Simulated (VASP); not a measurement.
# AlN (P6_3mc) in VASP: phonons with r2SCAN

Aim: the phonons of AlN with r2SCAN.

Everything below comes from runs of VASP 6.6.1. Logs are shortened: lines on timing, memory, paths and dates and some standing lists are left out, and cuts for length are marked.

## Step 1: The cell of the first run

It takes space group P6_3mc (No. 186, hexagonal). Conventional cell: a = 3.047 Å, b = 3.047 Å, c = 4.859 Å, α = 90.00°, β = 90.00°, γ = 120.00°. Al (site symmetry 3m) has 4 N at 1.85 to 1.86 Å within 2.5 Å. N (site symmetry 3m) has 4 Al at 1.85 to 1.86 Å within 2.5 Å.

## Step 2: Phonons, r2SCAN

The input, INCAR:

```
SYSTEM = AlN
  PREC = Accurate
  ENCUT = 520
  EDIFF = 1E-8
  ISMEAR = 0
  SIGMA = 0.01
  LREAL = .FALSE.
  LASPH = .TRUE.
  NELM = 100
  ALGO = Normal
  ISIF = 2
  LWAVE = .FALSE.
  LCHARG = .FALSE.
  METAGGA = R2SCAN
  LMIXTAU = .TRUE.
  NBANDS = 16
  IBRION = 6
  NFREE = 2
  POTIM = 0.015
  NSW = 1
```

The input, KPOINTS:

```
regular mesh
0
G
  8 8 4
  0 0 0
```

The input, POSCAR:

```
AlN
1.0
    3.0466613441      0.0000000000      0.0000000000
   -1.5233306720      2.6384861207      0.0000000000
    0.0000000000      0.0000000000      4.8585466469
Al N
2 2
Direct
    0.3333333333      0.6666666667     -0.0015118110
    0.6666666667      0.3333333333      0.4984881890
    0.3333333333      0.6666666667      0.3815118110
    0.6666666667      0.3333333333      0.8815118110
```

Potentials or basis: VASP PAW PBE potentials, release 64 (Al, N).

The run is started by

```console
cat potpaw_PBE.64/Al/POTCAR potpaw_PBE.64/N/POTCAR > POTCAR
mpirun -np 1 vasp_std > vasp.out
```

OUTCAR:

```text
SYSTEM = AlN
   PREC = Accurate
   ENCUT = 520
   EDIFF = 1E-8
   ISMEAR = 0
   LREAL = .FALSE.
   LASPH = .TRUE.
   NELM = 100
   ISIF = 2
   METAGGA = R2SCAN
   IBRION = 6
   NFREE = 2
   POTIM = 0.015
   NSW = 1

 ion  position               nearest neighbor table
   1  0.333  0.667  0.998-   4 1.85   4 1.85   4 1.85   3 1.86   2 3.00   2 3.00   2 3.00   2 3.00
                             2 3.00   2 3.00
   2  0.667  0.333  0.498-   3 1.85   3 1.85   3 1.85   4 1.86   1 3.00   1 3.00   1 3.00   1 3.00
                             1 3.00   1 3.00
   3  0.333  0.667  0.382-   2 1.85   2 1.85   2 1.85   1 1.86
   4  0.667  0.333  0.882-   1 1.85   1 1.85   1 1.85   2 1.86

  LATTYP: Found a hexagonal cell.
 ALAT       =     3.0466613441
 C/A-ratio  =     1.5947117510

  Lattice vectors:

 A1 = (   3.0466613441,   0.0000000000,   0.0000000000)
 A2 = (  -1.5233306720,   2.6384861207,   0.0000000000)
 A3 = (   0.0000000000,   0.0000000000,   4.8585466469)

Analysis of symmetry for initial positions (statically):
=====================================================================
 Subroutine PRICEL returns:
 Original cell was already a primitive cell.

 Routine SETGRP: Setting up the symmetry group for a
 hexagonal supercell.

 Subroutine GETGRP returns: Found 12 space group operations
 (whereof  6 operations were pure point group operations)
 out of a pool of 24 trial point group operations.

The static configuration has the point symmetry C_3v.
 The point group associated with its full space group is C_6v.

Analysis of symmetry for dynamics (positions and initial velocities):
=====================================================================
 Subroutine PRICEL returns:
 Original cell was already a primitive cell.

 Routine SETGRP: Setting up the symmetry group for a
 hexagonal supercell.

 Subroutine GETGRP returns: Found 12 space group operations
 (whereof  6 operations were pure point group operations)
 out of a pool of 24 trial point group operations.

The dynamic configuration has the point symmetry C_3v.
 The point group associated with its full space group is C_6v.

 Subroutine INISYM returns: Found 12 space group operations
 (whereof  6 operations are pure point group operations),
 and found     1 'primitive' translations

----------------------------------------------------------------------------------------

                                     Primitive cell

  volume of cell :      39.0558

  direct lattice vectors                    reciprocal lattice vectors
     3.046661344  0.000000000  0.000000000     0.328228145  0.189502608  0.000000000
    -1.523330672  2.638486121  0.000000000     0.000000000  0.379005215  0.000000000
     0.000000000  0.000000000  4.858546647     0.000000000  0.000000000  0.205822867

  length of vectors
     3.046661344  3.046661344  4.858546647     0.379005215  0.379005215  0.205822867

  position of ions in fractional coordinates (direct lattice)
     0.333333333  0.666666667  0.998488189
     0.666666667  0.333333333  0.498488189
     0.333333333  0.666666667  0.381511811
     0.666666667  0.333333333  0.881511811

  ion indices of the primitive-cell ions
   primitive index   ion index
                 1           1
                 2           2
                 3           3
                 4           4

----------------------------------------------------------------------------------------

 KPOINTS: regular mesh
[... 72 lines left out ...]
   IBRION =      6    ionic relax: 0-MD 1-quasi-New 2-CG
   NFREE  =      2    steps in history (QN), initial steepest desc. (CG)
   ISIF   =      2    stress and relaxation
   ISYM   =      2    0-nonsym 1-usesym 2-fastsym
   POTIM  = 0.0150    time-step for ionic-motion
   TEBEG  =    0.0;   TEEND  =   0.0 temperature during run
   PSTRESS=    0.0 pullay stress
   NELECT =      16.0000    total number of electrons
   NUPDOWN=      -1.0000    fix difference up-down
   EMIN   =  10.00;   EMAX   =-10.00  energy-range for DOS
   EFERMI =   0.00;   METHOD = LEGACY
   ISMEAR =     0;   SIGMA  =   0.01  broadening in eV -4-tet -1-fermi 0-gaus
   EFERMI_NEDOS =   21; number of points for ismear=-14 and -15
   IALGO  =     38    algorithm
   IMIX   =      4    mixing-type and parameters
     AMIX     =   0.40;   BMIX     =  1.00
     AMIX_MAG =   1.60;   BMIX_MAG =  1.00
  volume/ion in A,a.u.               =       9.76        65.89
  Fermi-wavevector in a.u.,A,eV,Ry     =   1.215868  2.297657 20.113963  1.478335
  Thomas-Fermi vector in A             =   2.351241
   LORBIT       =      0    0 simple, 1 ext, 2 COOP (PROOUT), +10 PAW based schemes
   METAGGA = R2SCAN    functional components
   LHFCALC =     F    Hartree Fock is set to
   AEXX    =    0.0000 exact exchange contribution
   IVDW    =     0    specifies the selected vdW correction
   LEPSILON=     F    determine dielectric tensor
   LRPA    =     F    only Hartree local field effects (RPA)
 finite differences with symmetry
 non-spin polarized calculation
 Gauss-broadening in eV      SIGMA  =   0.01
  energy-cutoff  :      520.00
  volume of cell :       39.06
 maximum number of plane-waves:      1087
 NGX is ok and might be reduce to    24
   NGX = 11   NGY = 11   NGZ = 19

--------------------------------------- Ionic step        1  -------------------------------------------

 number of electron      16.0000000 magnetization

 Free energy of the ion-electron system (eV)
  ---------------------------------------------------
  ext. energy  EPLUGINS =         0.00000000
  ---------------------------------------------------
  free energy    TOTEN  =       -38.34513154 eV

  energy without entropy =      -38.34513154  energy(sigma->0) =      -38.34513154

------------------------ aborting loop because EDIFF is reached ----------------------------------------

  FORCE on cell =-STRESS in cart. coord.  units (eV):
  Direction    XX          YY          ZZ          XY          YZ          ZX
  --------------------------------------------------------------------------------------
  -------------------------------------------------------------------------------------
  Total        3.5804582      3.5804582      3.5853099      0.0000000      0.0000000      0.0000000
  in kB      146.8803893    146.8803893    147.0794223      0.0000000      0.0000000      0.0000000
  external PRESSURE =     146.9467336 kB  Pullay stress =       0.0000000 kB
[... 291 lines left out ...]
--------------------------------------- Ionic step        9  -------------------------------------------

 number of electron      15.9999999 magnetization

 Free energy of the ion-electron system (eV)
  ---------------------------------------------------
  ext. energy  EPLUGINS =         0.00000000
  ---------------------------------------------------
  free energy    TOTEN  =       -38.34243989 eV

  energy without entropy =      -38.34243989  energy(sigma->0) =      -38.34243989

 E-fermi :   6.6130     XC(G=0): -11.7089

 val. band max:        6.5554260551   @ k =   0.0000   0.0000   0.0000
 cond. band min:      12.0627308332   @ k =   0.0000   0.0000   0.0000
 fundamental gap:      5.5073047780
 Fermi energy:         6.6129809368

 k-point     1 :       0.0000    0.0000    0.0000
  band No.  band energies     occupation
      1      -9.8363      2.00000
      2      -7.4896      2.00000
      3       0.1867      2.00000
      4       5.6056      2.00000
      5       5.6056      2.00000
      6       6.2942      2.00000
[... 433 lines left out ...]
      3       1.1511      2.00000
      4       1.1763      2.00000
      5       4.9547      2.00000
      6       4.9850      2.00000
[... 8 lines left out ...]
     15      21.2634      0.00000
     16      21.4054      0.00000

 [... further k-points ...]

------------------------ aborting loop because EDIFF is reached ----------------------------------------

  FORCE on cell =-STRESS in cart. coord.  units (eV):
  Direction    XX          YY          ZZ          XY          YZ          ZX
  --------------------------------------------------------------------------------------
  -------------------------------------------------------------------------------------
  Total        3.4680771      3.4680771      3.8503966      0.0000000      0.0000000     -0.0000000
  in kB      142.2702018    142.2702018    157.9540170      0.0000000      0.0000000     -0.0000000
  external PRESSURE =     147.4981402 kB  Pullay stress =       0.0000000 kB
[... 19 lines left out ...]
  FREE ENERGIE OF THE ION-ELECTRON SYSTEM (eV)
  ---------------------------------------------------
  free  energy   TOTEN  =       -38.3424398879 eV

  energy  without entropy=      -38.3424398879  energy(sigma->0) =      -38.34243989

 INTERNAL STRAIN TENSORS FROM DISPLACED ATOMS
 ============================================

 INTERNAL STRAIN TENSOR FOR ION    1 for displacements in x,y,z  (eV/Angst):
          X           Y           Z          XY          YZ          ZX
  --------------------------------------------------------------------------------
  x    -0.00000     0.00000     0.00000   -12.36709    -0.00000    -7.17936
  y   -12.36709    12.36709    -0.00000     0.00000    -7.17937    -0.00000
  z    -7.59198    -7.59198    17.01844    -0.00000     0.00000     0.00000

 INTERNAL STRAIN TENSOR FOR ION    4 for displacements in x,y,z  (eV/Angst):
          X           Y           Z          XY          YZ          ZX
  --------------------------------------------------------------------------------
  x     0.00000    -0.00000     0.00000    14.20632     0.00000     7.18048
  y    14.20632   -14.20632     0.00000    -0.00000     7.18049     0.00000
  z     7.60297     7.60297   -16.95007     0.00000     0.00000     0.00000

 Eigenvectors and eigenvalues of the dynamical matrix
 ----------------------------------------------------

   1 f  =   23.861130 THz   149.923900 2PiTHz  795.921618 cm-1    98.681659 meV
             X         Y         Z           dx          dy          dz
     -0.000000  1.758991  4.851201     0.000000    0.000000   -0.048778
      1.523331  0.879495  2.421928     0.000000   -0.000000    0.048778
     -0.000000  1.758991  1.853593    -0.000000    0.000000    0.705422
      1.523331  0.879495  4.282866    -0.000000   -0.000000   -0.705422
[... 71 lines left out ...]
  12 f/i=    0.030354 THz     0.190718 2PiTHz    1.012492 cm-1     0.125533 meV
             X         Y         Z           dx          dy          dz
     -0.000000  1.758991  4.851201     0.000000   -0.000000   -0.573127
      1.523331  0.879495  2.421928     0.000000   -0.000000   -0.573127
     -0.000000  1.758991  1.853593     0.000000   -0.000000   -0.414157
      1.523331  0.879495  4.282866     0.000000   -0.000000   -0.414157

 ELASTIC MODULI CONTR FROM IONIC RELAXATION (kBar)
 Direction    XX          YY          ZZ          XY          YZ          ZX
 --------------------------------------------------------------------------------
 XX       -1121.2090    516.7685    675.6200     -0.0000      0.0000     -0.0000
 YY         516.7685  -1121.2090    675.6200     -0.0000     -0.0000      0.0000
 ZZ         675.6200    675.6200  -1510.3636      0.0000     -0.0000      0.0000
 XY          -0.0000     -0.0000      0.0000   -818.9888      0.0000      0.0000
 YZ           0.0000      0.0000     -0.0000     -0.0000   -223.7923     -0.0000
 ZX          -0.0000      0.0000      0.0000      0.0000     -0.0000   -223.7918
 --------------------------------------------------------------------------------
```

Wall time 21 min (1 thread of Intel Xeon 8259CL, shared host); peak memory 0.27 GiB.

What came out:

| Item | Value |
| --- | --- |
| Highest phonon frequency at Γ, LO-TO splitting left out | 796 cm⁻¹ |

Phonon frequencies in cm⁻¹ (negative: imaginary):
| q point | frequencies |
| --- | --- |
| (0.000, 0.000, 0.000) | -1 0 0 251 251 594 680 740 740 747 747 796 |

Caveat: the cell stands under pressure or tension, which shifts response properties; the PAW data sets were made with another functional, which shifts forces and pressure a little.
